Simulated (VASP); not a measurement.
# HfN in VASP: a series of runs

Runs on HfN. Level: LDA. Tasks: single point.

Everything below comes from runs of VASP 6.6.1. Logs are shortened: lines on timing, memory, paths and dates and some standing lists are left out, and cuts for length are marked.

**1. The cell of the first run**

The cell holds a slab with vacuum, 6 atoms: a = 3.159 Å, b = 3.159 Å, c = 20.468 Å, α = 90.00°, β = 90.00°, γ = 90.00°.

**2. Single point, LDA**

INCAR

```
PREC = Accurate
ENCUT = 520
EDIFF = 1E-6
ISMEAR = -1
SIGMA = 0.08
LREAL = F
LASPH = T
NELM = 100
ALGO = Normal
ISIF = 2
LWAVE = F
LCHARG = F
LDIPOL = T
IDIPOL = 3
DIPOL = 0.5 0.5 0.500
GGA = CA
NBANDS = 32
```

KPOINTS

```
Automatic mesh
0
Gamma
  13 13 1
```

POSCAR

```
HfN
1.0
    3.1594338637      0.0000000000      0.0000000000
    0.0000000000      3.1594338637      0.0000000000
    0.0000000000      0.0000000000     20.4681000000
Hf N
3 3
Direct
    0.2500000000      0.2500000000      0.3908517591
    0.7500000000      0.7500000000      0.5000000000
    0.2500000000      0.2500000000      0.6091482409
    0.7500000000      0.7500000000      0.3908517591
    0.2500000000      0.2500000000      0.5000000000
    0.7500000000      0.7500000000      0.6091482409
```

Potentials or basis: VASP PAW LDA potentials, release 64 (Hf_pv, N).

Command:

```console
$ cat potpaw_LDA.64/Hf_pv/POTCAR potpaw_LDA.64/N/POTCAR > POTCAR
$ mpirun -np 1 vasp_std > vasp.out
```

OUTCAR:

```text
PREC = Accurate
   ENCUT = 520
   EDIFF = 1E-6
   ISMEAR = -1
   LREAL = F
   LASPH = T
   NELM = 100
   ISIF = 2
   GGA = CA

 ion  position               nearest neighbor table
   1  0.250  0.250  0.391-   5 2.23   4 2.23   4 2.23   4 2.23   4 2.23   2 3.16   2 3.16   2 3.16
                             2 3.16
   2  0.750  0.750  0.500-   4 2.23   6 2.23   5 2.23   5 2.23   5 2.23   5 2.23   3 3.16   3 3.16
                             1 3.16   3 3.16   1 3.16   1 3.16   3 3.16   1 3.16
   3  0.250  0.250  0.609-   5 2.23   6 2.23   6 2.23   6 2.23   6 2.23   2 3.16   2 3.16   2 3.16
                             2 3.16
   4  0.750  0.750  0.391-   2 2.23   1 2.23   1 2.23   1 2.23   1 2.23
   5  0.250  0.250  0.500-   1 2.23   3 2.23   2 2.23   2 2.23   2 2.23   2 2.23
   6  0.750  0.750  0.609-   2 2.23   3 2.23   3 2.23   3 2.23   3 2.23

  LATTYP: Found a simple tetragonal cell.
 ALAT       =     3.1594338637
 C/A-ratio  =     6.4784074879

  Lattice vectors:

 A1 = (   3.1594338637,   0.0000000000,   0.0000000000)
 A2 = (   0.0000000000,   3.1594338637,   0.0000000000)
 A3 = (   0.0000000000,   0.0000000000,  20.4681000000)

Analysis of symmetry for initial positions (statically):
=====================================================================
 Subroutine PRICEL returns:
 Original cell was already a primitive cell.

 Routine SETGRP: Setting up the symmetry group for a
 simple tetragonal supercell.

 Subroutine GETGRP returns: Found 16 space group operations
 (whereof  4 operations were pure point group operations)
 out of a pool of 16 trial point group operations.

The static configuration has the point symmetry C_2v.
 The point group associated with its full space group is D_4h.

Analysis of symmetry for dynamics (positions and initial velocities):
=====================================================================
 Subroutine PRICEL returns:
 Original cell was already a primitive cell.

 Routine SETGRP: Setting up the symmetry group for a
 simple tetragonal supercell.

 Subroutine GETGRP returns: Found 16 space group operations
 (whereof  4 operations were pure point group operations)
 out of a pool of 16 trial point group operations.

The dynamic configuration has the point symmetry C_2v.
 The point group associated with its full space group is D_4h.

 Subroutine INISYM returns: Found 16 space group operations
 (whereof  4 operations are pure point group operations),
 and found     1 'primitive' translations

----------------------------------------------------------------------------------------

                                     Primitive cell

  volume of cell :     204.3130

  direct lattice vectors                    reciprocal lattice vectors
     3.159433864  0.000000000  0.000000000     0.316512402  0.000000000  0.000000000
     0.000000000  3.159433864  0.000000000     0.000000000  0.316512402  0.000000000
     0.000000000  0.000000000 20.468100000     0.000000000  0.000000000  0.048856513

  length of vectors
     3.159433864  3.159433864 20.468100000     0.316512402  0.316512402  0.048856513

  position of ions in fractional coordinates (direct lattice)
     0.250000000  0.250000000  0.390851759
     0.750000000  0.750000000  0.500000000
     0.250000000  0.250000000  0.609148241
     0.750000000  0.750000000  0.390851759
     0.250000000  0.250000000  0.500000000
     0.750000000  0.750000000  0.609148241

  ion indices of the primitive-cell ions
   primitive index   ion index
                 1           1
                 2           2
                 3           3
                 4           4
                 5           5
                 6           6

----------------------------------------------------------------------------------------

 KPOINTS: Automatic mesh

Automatic generation of k-mesh.
 Grid dimensions read from file:
 generate k-points for:   13   13    1

 Generating k-lattice:

  Cartesian coordinates                     Fractional coordinates (reciprocal lattice)
     0.024347108  0.000000000  0.000000000     0.076923077  0.000000000  0.000000000
     0.000000000  0.024347108  0.000000000     0.000000000  0.076923077  0.000000000
     0.000000000  0.000000000  0.048856513     0.000000000  0.000000000  1.000000000

  Length of vectors
     0.024347108  0.024347108  0.048856513

  Shift w.r.t. Gamma in fractional coordinates (k-lattice)
     0.000000000  0.000000000  0.000000000

 Subroutine IBZKPT returns following result:
 ===========================================

 Found     28 irreducible k-points:

 Following reciprocal coordinates:
            Coordinates               Weight
  0.000000  0.000000  0.000000      1.000000
  0.076923  0.000000  0.000000      4.000000
  0.153846  0.000000  0.000000      4.000000
  0.230769  0.000000  0.000000      4.000000
  0.307692  0.000000  0.000000      4.000000
  0.384615  0.000000  0.000000      4.000000
[... 16 lines left out ...]
  0.307692  0.307692  0.000000      4.000000
  0.384615  0.307692  0.000000      8.000000
 [... further k-points ...]
   k-points           NKPTS =     28   k-points in BZ     NKDIM =     28   number of bands    NBANDS=     32
   number of dos      NEDOS =    301   number of ions     NIONS =      6
   total plane-waves  NPLWV =  92160
   dimension x,y,z NGX =    24 NGY =   24 NGZ =  160
   dimension x,y,z NGXF=    48 NGYF=   48 NGZF=  320
   ions per type =               3   3
   NGX,Y,Z   is equivalent  to a cutoff of  12.63, 12.63, 13.00 a.u.
   NGXF,Y,Z  is equivalent  to a cutoff of  25.26, 25.26, 25.99 a.u.
 SYSTEM =  unknown system
   PREC   = accura    normal or accurate (medium, high low for compatibility)
   ISTART =      0    job   : 0-new  1-cont  2-samecut
   ICHARG =      2    charge: 1-file 2-atom 10-const
   ISPIN  =      1    spin polarized calculation?
   LNONCOLLINEAR =      F non collinear calculations
   LSORBIT =      F    spin-orbit coupling
   LASPH  =      T    aspherical Exc in radial PAW
   ENCUT  =  520.0 eV  38.22 Ry    6.18 a.u.   5.87  5.87 38.06*2*pi/ulx,y,z
   NELM   =    100;   NELMIN=  2; NELMDL= -5     # of ELM steps
   EDIFF  = 0.1E-05   stopping-criterion for ELM
   LREAL  =      F    real-space projection
   EDIFFG = 0.1E-04   stopping-criterion for IOM
   NSW    =      0    number of steps for IOM
   IBRION =     -1    ionic relax: 0-MD 1-quasi-New 2-CG
   NFREE  =      0    steps in history (QN), initial steepest desc. (CG)
   ISIF   =      2    stress and relaxation
   ISYM   =      2    0-nonsym 1-usesym 2-fastsym
   POTIM  = 0.5000    time-step for ionic-motion
   TEBEG  =    0.0;   TEEND  =   0.0 temperature during run
   PSTRESS=    0.0 pullay stress
   NELECT =      45.0000    total number of electrons
   NUPDOWN=      -1.0000    fix difference up-down
   EMIN   =  10.00;   EMAX   =-10.00  energy-range for DOS
   EFERMI =   0.00;   METHOD = LEGACY
   ISMEAR =    -1;   SIGMA  =   0.08  broadening in eV -4-tet -1-fermi 0-gaus
   EFERMI_NEDOS =   21; number of points for ismear=-14 and -15
   IALGO  =     38    algorithm
   IMIX   =      4    mixing-type and parameters
     AMIX     =   0.40;   BMIX     =  1.00
     AMIX_MAG =   1.60;   BMIX_MAG =  1.00
  volume/ion in A,a.u.               =      34.05       229.80
  Fermi-wavevector in a.u.,A,eV,Ry     =   0.988660  1.868297 13.298997  0.977449
  Thomas-Fermi vector in A             =   2.120203
   LORBIT       =      0    0 simple, 1 ext, 2 COOP (PROOUT), +10 PAW based schemes
   GGA     = CA    functional components
   LHFCALC =     F    Hartree Fock is set to
   AEXX    =    0.0000 exact exchange contribution
   IVDW    =     0    specifies the selected vdW correction
   LEPSILON=     F    determine dielectric tensor
   LRPA    =     F    only Hartree local field effects (RPA)
 non-spin polarized calculation
  energy-cutoff  :      520.00
  volume of cell :      204.31
 maximum number of plane-waves:      5552
 NGX is ok and might be reduce to    24
   NGX = 11   NGY = 11   NGZ = 77

 dipolmoment           0.000000      0.000000      0.000000 electrons x Angstroem

 number of electron      44.9999998 magnetization

 dipolmoment           0.000000      0.000000     -0.000000 electrons x Angstroem

 Free energy of the ion-electron system (eV)
  ---------------------------------------------------
  ext. energy  EPLUGINS =         0.00000000
  ---------------------------------------------------
  free energy    TOTEN  =       -68.99526995 eV

  energy without entropy =      -68.94276641  energy(sigma->0) =      -68.96901818

 E-fermi :   0.7231     XC(G=0):  -5.5051

 val. band max:        0.7193064020   @ k =   0.1538   0.0000   0.0000
 cond. band min:       0.7263772241   @ k =   0.2308   0.0769   0.0000
 fundamental gap:      0.0070708221
 Fermi energy:         0.7231163631

 k-point     1 :       0.0000    0.0000    0.0000
  band No.  band energies     occupation
      1     -31.1732      2.00000
      2     -31.0596      2.00000
      3     -30.5975      2.00000
      4     -30.5975      2.00000
      5     -30.5548      2.00000
      6     -30.5548      2.00000
[... 24 lines left out ...]
     31       3.4675      0.00000
     32       3.4681      0.00000

 k-point     2 :       0.0769    0.0000    0.0000
  band No.  band energies     occupation
      1     -31.1656      2.00000
      2     -31.0651      2.00000
      3     -30.6284      2.00000
      4     -30.6065      2.00000
      5     -30.5912      2.00000
      6     -30.5506      2.00000
[... 24 lines left out ...]
     31       3.5114      0.00000
     32       3.5698      0.00000
[... 733 lines left out ...]
     31       4.8118      0.00000
     32       4.8164      0.00000

 k-point    24 :       0.3846    0.3077    0.0000
  band No.  band energies     occupation
      1     -31.1003      2.00000
      2     -31.0316      2.00000
      3     -31.0187      2.00000
      4     -30.9558      2.00000
      5     -30.8921      2.00000
      6     -30.8533      2.00000
[... 24 lines left out ...]
     31       5.0838      0.00000
     32       5.3646      0.00000

 [... further k-points ...]

------------------------ aborting loop because EDIFF is reached ----------------------------------------

 vacuum level on the upper side and lower side of the slab       (xc-potential included)        -0.278        -0.278

  FORCE on cell =-STRESS in cart. coord.  units (eV):
  Direction    XX          YY          ZZ          XY          YZ          ZX
  --------------------------------------------------------------------------------------
  -------------------------------------------------------------------------------------
  Total       -6.9826222     -6.9826222     -3.0814179      0.0000000     -0.0000000     -0.0000000
  in kB      -54.7561697    -54.7561697    -24.1637938      0.0000000     -0.0000000     -0.0000000
  external PRESSURE =     -44.5587111 kB  Pullay stress =       0.0000000 kB

 VOLUME and BASIS-vectors are now :
 -----------------------------------------------------------------------------
  energy-cutoff  :      520.00
  volume of cell :      204.31
      direct lattice vectors                 reciprocal lattice vectors
     3.159433864  0.000000000  0.000000000     0.316512402  0.000000000  0.000000000
     0.000000000  3.159433864  0.000000000     0.000000000  0.316512402  0.000000000
     0.000000000  0.000000000 20.468100000     0.000000000  0.000000000  0.048856513

 POSITION                                       TOTAL-FORCE (eV/Angst)
 -----------------------------------------------------------------------------------
      0.78986      0.78986      7.99999        -0.000000     -0.000000      1.538104
      2.36958      2.36958     10.23405        -0.000000     -0.000000     -0.000000
      0.78986      0.78986     12.46811        -0.000000     -0.000000     -1.538104
      2.36958      2.36958      7.99999         0.000000      0.000000     -0.858819
      0.78986      0.78986     10.23405         0.000000     -0.000000     -0.000000
      2.36958      2.36958     12.46811        -0.000000      0.000000      0.858819
 -----------------------------------------------------------------------------------
    total drift:                               -0.000000     -0.000000     -0.000000

  FREE ENERGIE OF THE ION-ELECTRON SYSTEM (eV)
  ---------------------------------------------------
  free  energy   TOTEN  =       -68.9952699526 eV

  energy  without entropy=      -68.9427664107  energy(sigma->0) =      -68.96901818

 vacuum level on the upper side and lower side of the slab         3.757         3.757
```

It took 2.1 min on 1 thread of AMD EPYC 9R45 (Zen 5), shared host; peak memory 0.3 GiB.

Results:

```
Free energy            : -68.9953 eV
Largest force          : 1.538 eV/Å
Band gap on the k mesh : zero (an odd number of electrons rules out a gap without spin polarisation)
```

Forces on the atoms (eV/Å):
```
Hf   0.000  0.000  1.538
Hf   0.000  0.000  0.000
Hf   0.000  0.000 -1.538
N    0.000  0.000 -0.859
N    0.000  0.000  0.000
N    0.000  0.000  0.859
```

Levels at points of the mesh, in eV from the Fermi level:
```csv
k point,band 20,band 21,band 22,band 23,band 24,band 25
"(0.00, 0.00, 0.00)",-3.14,-2.69,-2.69,-2.33,-1.03,-0.64
```

Caveat: spin-orbit coupling is left out, which moves the levels of the heavy elements.

**3. Single point, LDA**

INCAR

```
ALGO = Normal
DIPOL = 0.5 0.5 0.500
EDIFF = 1E-6
ENCUT = 520
IDIPOL = 3
ISIF = 2
ISMEAR = -1
LASPH = T
LCHARG = F
LDIPOL = T
LREAL = F
LWAVE = F
NBANDS = 32
NELM = 80
PREC = Accurate
SIGMA = 0.08
```

KPOINTS

```
k-points
0
Gamma
  13 13 1
```

POSCAR is that of step 2.

Potentials or basis: VASP PAW LDA potentials, release 64 (Hf_pv, N).

Command:

```console
$ cat potpaw_LDA.64/Hf_pv/POTCAR potpaw_LDA.64/N/POTCAR > POTCAR
$ mpirun -np 1 vasp_std > vasp.out
```

Run time: 2.1 min. Hardware: 1 thread of AMD EPYC 9R45 (Zen 5), shared host; peak memory 0.3 GiB.

Results (log left out):

```
Free energy            : -68.9953 eV
Largest force          : 1.538 eV/Å
Band gap on the k mesh : zero (an odd number of electrons rules out a gap without spin polarisation)
```

Forces on the atoms (eV/Å):
```
Hf   0.000  0.000  1.538
Hf   0.000  0.000  0.000
Hf   0.000  0.000 -1.538
N    0.000  0.000 -0.859
N    0.000  0.000  0.000
N    0.000  0.000  0.859
```

Levels at points of the mesh, in eV from the Fermi level:
```csv
k point,band 18,band 19,band 20,band 21,band 22,band 23,band 24,band 25,band 26,band 27
"(0.00, 0.00, 0.00)",-3.55,-3.14,-3.14,-2.69,-2.69,-2.33,-1.03,-0.64,0.64,0.68
```

Caveat: spin-orbit coupling is left out, which moves the levels of the heavy elements.

(Continued in part 2 of 2.)
